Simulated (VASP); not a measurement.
# Ti (R32) in VASP: single point with PBEsol

Aim: the single point of Ti with PBEsol.

Everything below comes from runs of VASP 6.6.1. Logs are shortened: lines on timing, memory, paths and dates and some standing lists are left out, and cuts for length are marked.

## Step 1: The cell of the first run

It takes space group R32 (No. 155, trigonal). The conventional cell has a = 5.426 Å, b = 5.426 Å, c = 9.713 Å, α = 90.00°, β = 90.00°, γ = 120.00°. Within 4.1 Å of Ti (site symmetry 2) lie 8 Ti at 3.12 to 3.24 Å.

This isn't the form of Ti at room conditions, which is hcp.

## Step 2: Single point, PBEsol

INCAR reads:

```
SYSTEM = Ti
PREC = Accurate
ENCUT = 520
EDIFF = 1E-7
ISMEAR = -1
SIGMA = 0.1
LREAL = .False.
LASPH = .True.
NELM = 80
ALGO = Normal
ISIF = 2
LWAVE = .False.
LCHARG = .False.
GGA = PS
NBANDS = 25
```

KPOINTS reads:

```
regular mesh
0
Gamma
  6 6 6
  0 0 0
```

POSCAR reads:

```
Ti
1.0
    2.7131139200      1.5664170500      3.2376184000
   -2.7131139200      1.5664170500      3.2376184000
    0.0000000000     -3.1328341100      3.2376184000
Ti
3
Direct
    0.3356550000      0.6643450000      0.0000000000
    0.6643450000      0.0000000000      0.3356550000
    0.0000000000      0.3356550000      0.6643450000
```

Potentials or basis: VASP PAW PBE potentials, release 64 (Ti_sv).

The run is started by

```console
cat potpaw_PBE.64/Ti_sv/POTCAR > POTCAR
mpirun -np 1 vasp_std > vasp.out
```

OUTCAR:

```text
SYSTEM = Ti
   PREC = Accurate
   ENCUT = 520
   EDIFF = 1E-7
   ISMEAR = -1
   LREAL = .False.
   LASPH = .True.
   NELM = 80
   ISIF = 2
   GGA = PS

 ion  position               nearest neighbor table
   1  0.336  0.664  0.000-
   2  0.664  0.000  0.336-
   3  0.000  0.336  0.664-

  LATTYP: Found a trigonal (rhomboedric) cell.
 ALAT       =     4.5051994874
 COS(alpha) =     0.2746660546

  Lattice vectors:

 A1 = (   2.7131139200,   1.5664170500,   3.2376184000)
 A2 = (  -2.7131139200,   1.5664170500,   3.2376184000)
 A3 = (   0.0000000000,  -3.1328341100,   3.2376184000)

Analysis of symmetry for initial positions (statically):
=====================================================================
 Subroutine PRICEL returns:
 Original cell was already a primitive cell.

 Routine SETGRP: Setting up the symmetry group for a
 trigonal (rhombohedral) supercell.

 Subroutine GETGRP returns: Found  6 space group operations
 (whereof  6 operations were pure point group operations)
 out of a pool of 12 trial point group operations.

The static configuration has the point symmetry D_3 .

Analysis of symmetry for dynamics (positions and initial velocities):
=====================================================================
 Subroutine PRICEL returns:
 Original cell was already a primitive cell.

 Routine SETGRP: Setting up the symmetry group for a
 trigonal (rhombohedral) supercell.

 Subroutine GETGRP returns: Found  6 space group operations
 (whereof  6 operations were pure point group operations)
 out of a pool of 12 trial point group operations.

The dynamic configuration has the point symmetry D_3 .

 Subroutine INISYM returns: Found  6 space group operations
 (whereof  6 operations are pure point group operations),
 and found     1 'primitive' translations

----------------------------------------------------------------------------------------

                                     Primitive cell

  volume of cell :      82.5567

  direct lattice vectors                    reciprocal lattice vectors
     2.713113920  1.566417050  3.237618400     0.184290087  0.106399931  0.102956338
    -2.713113920  1.566417050  3.237618400    -0.184290087  0.106399931  0.102956338
     0.000000000 -3.132834110  3.237618400     0.000000000 -0.212799862  0.102956337
[... 81 lines left out ...]
   LNONCOLLINEAR =      F non collinear calculations
   LSORBIT =      F    spin-orbit coupling
   LASPH  =      T    aspherical Exc in radial PAW
   ENCUT  =  520.0 eV  38.22 Ry    6.18 a.u.   8.38  8.38  8.38*2*pi/ulx,y,z
   NELM   =     80;   NELMIN=  2; NELMDL= -5     # of ELM steps
   EDIFF  = 0.1E-06   stopping-criterion for ELM
   LREAL  =      F    real-space projection
   EDIFFG = 0.1E-05   stopping-criterion for IOM
   NSW    =      0    number of steps for IOM
   IBRION =     -1    ionic relax: 0-MD 1-quasi-New 2-CG
   NFREE  =      0    steps in history (QN), initial steepest desc. (CG)
   ISIF   =      2    stress and relaxation
   ISYM   =      2    0-nonsym 1-usesym 2-fastsym
   POTIM  = 0.5000    time-step for ionic-motion
   TEBEG  =    0.0;   TEEND  =   0.0 temperature during run
   PSTRESS=    0.0 pullay stress
   NELECT =      36.0000    total number of electrons
   NUPDOWN=      -1.0000    fix difference up-down
   EMIN   =  10.00;   EMAX   =-10.00  energy-range for DOS
   EFERMI =   0.00;   METHOD = LEGACY
   ISMEAR =    -1;   SIGMA  =   0.10  broadening in eV -4-tet -1-fermi 0-gaus
   EFERMI_NEDOS =   21; number of points for ismear=-14 and -15
   IALGO  =     38    algorithm
   IMIX   =      4    mixing-type and parameters
     AMIX     =   0.40;   BMIX     =  1.00
     AMIX_MAG =   1.60;   BMIX_MAG =  1.00
  volume/ion in A,a.u.               =      27.52       185.71
  Fermi-wavevector in a.u.,A,eV,Ry     =   1.241438  2.345977 20.968853  1.541167
  Thomas-Fermi vector in A             =   2.375835
   LORBIT       =      0    0 simple, 1 ext, 2 COOP (PROOUT), +10 PAW based schemes
   GGA     = PS    functional components
   LHFCALC =     F    Hartree Fock is set to
   AEXX    =    0.0000 exact exchange contribution
   IVDW    =     0    specifies the selected vdW correction
   LEPSILON=     F    determine dielectric tensor
   LRPA    =     F    only Hartree local field effects (RPA)
 non-spin polarized calculation
  energy-cutoff  :      520.00
  volume of cell :       82.56
 maximum number of plane-waves:      2238
 NGX is ok and might be reduce to    36
   NGX = 17   NGY = 17   NGZ = 17

 number of electron      35.9999994 magnetization

 Free energy of the ion-electron system (eV)
  ---------------------------------------------------
  ext. energy  EPLUGINS =         0.00000000
  ---------------------------------------------------
  free energy    TOTEN  =       -21.14428804 eV

  energy without entropy =      -20.93201179  energy(sigma->0) =      -21.03814991

 E-fermi :   3.9933     XC(G=0):  -9.5466

 val. band max:        3.9932230327   @ k =   0.5000  -0.0000  -0.0000
 cond. band min:       4.0017023134   @ k =  -0.3333  -0.3333   0.1667
 fundamental gap:      0.0084792807
 Fermi energy:         3.9932748611

 k-point     1 :       0.0000    0.0000    0.0000
  band No.  band energies     occupation
      1     -53.0806      2.00000
      2     -53.0375      2.00000
      3     -53.0375      2.00000
      4     -29.4454      2.00000
      5     -29.4454      2.00000
      6     -29.3934      2.00000
[... 661 lines left out ...]
     24       5.3558      0.00000
     25       5.5555      0.00000

 [... further k-points ...]

------------------------ aborting loop because EDIFF is reached ----------------------------------------

  FORCE on cell =-STRESS in cart. coord.  units (eV):
  Direction    XX          YY          ZZ          XY          YZ          ZX
  --------------------------------------------------------------------------------------
  -------------------------------------------------------------------------------------
  Total      -10.5116527    -10.5116527     -9.3496732      0.0000000      0.0000000      0.0000000
  in kB     -203.9995657   -203.9995661   -181.4490391      0.0000000      0.0000002      0.0000000
  external PRESSURE =    -196.4827236 kB  Pullay stress =       0.0000000 kB

 VOLUME and BASIS-vectors are now :
 -----------------------------------------------------------------------------
  energy-cutoff  :      520.00
  volume of cell :       82.56
      direct lattice vectors                 reciprocal lattice vectors
     2.713113920  1.566417050  3.237618400     0.184290087  0.106399931  0.102956338
    -2.713113920  1.566417050  3.237618400    -0.184290087  0.106399931  0.102956338
     0.000000000 -3.132834110  3.237618400     0.000000000 -0.212799862  0.102956337

 POSITION                                       TOTAL-FORCE (eV/Angst)
 -----------------------------------------------------------------------------------
     -0.89177      1.56642      3.23762        -0.010105     -0.000000      0.000000
      1.80244     -0.01091      3.23762         0.005053      0.008752     -0.000000
     -0.91067     -1.55551      3.23762         0.005053     -0.008752     -0.000000
 -----------------------------------------------------------------------------------
    total drift:                                0.000000      0.000000     -0.000000

  FREE ENERGIE OF THE ION-ELECTRON SYSTEM (eV)
  ---------------------------------------------------
  free  energy   TOTEN  =       -21.1442880354 eV

  energy  without entropy=      -20.9320117856  energy(sigma->0) =      -21.03814991
```

Wall time 76 s (1 thread of Intel Xeon Platinum 8259CL at 2.50GHz (Skylake/Cascade Lake), shared host); peak memory 0.22 GiB.

Results:

| Property | Result |
| --- | --- |
| Free energy | -21.1443 eV |
| Pressure | -19.6 GPa |
| Largest force | 0.010 eV/Å |
| Band gap on the k mesh | zero (bands 18 and 19 overlap by 0.22 eV) |

Forces in eV/Å, atoms in the order of the input:
```
Ti  -0.010  0.000  0.000
Ti   0.005  0.009  0.000
Ti   0.005 -0.009  0.000
```

Caveat: the cell stands under tension; the PAW data sets were made with another functional, which shifts forces and pressure a little.
